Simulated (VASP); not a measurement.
InSe, 4 atoms in the cell. It takes space group R3m (No. 160, trigonal). Conventional cell: a = 4.010 Å, b = 4.010 Å, c = 24.832 Å, α = 90.00°, β = 90.00°, γ = 120.00°. Within 3.5 Å of In (site symmetry 3m) lie 3 Se at 2.65 Å and 1 In at 2.78 Å. In (site symmetry 3m) has 3 Se at 2.65 Å and 1 In at 2.78 Å within 3.5 Å. Se (site symmetry 3m) has 3 In at 2.65 Å within 3.5 Å. Within 3.5 Å of Se (site symmetry 3m) lie 3 In at 2.65 Å. 

```yaml
Program: VASP 6.6.1
Task: single point
Functional: PBE
Potentials_or_basis: VASP PAW PBE potentials, release 64 (In_d, Se)
Cutoff: 520 eV
k_mesh: 10 × 10 × 10
Occupations: gaussian, width 0.05 eV
Spin: no spin polarisation
Dipole_correction: no
Further_INCAR_settings: ALGO = Normal; EDIFF = 1e-06; NBANDS = 27
```

Potentials or basis: VASP PAW PBE potentials, release 64 (In_d, Se).

Launch:

```bash
$ cat potpaw_PBE.64/In_d/POTCAR potpaw_PBE.64/Se/POTCAR > POTCAR
$ mpirun -np 1 vasp_std > vasp.out
```

Hardware: 1 thread of Intel(R) Xeon(R) Platinum 8375C CPU @ 2.90GHz (Ice Lake), on a shared host.

**Question.** How long does it take, and how much memory?

**Answer.** Run time: 16 min on 1 thread of Intel(R) Xeon(R) Platinum 8375C CPU @ 2.90GHz (Ice Lake), on a shared host, peak memory 0.73 GiB. Counts: scf iterations 15, k points 116.
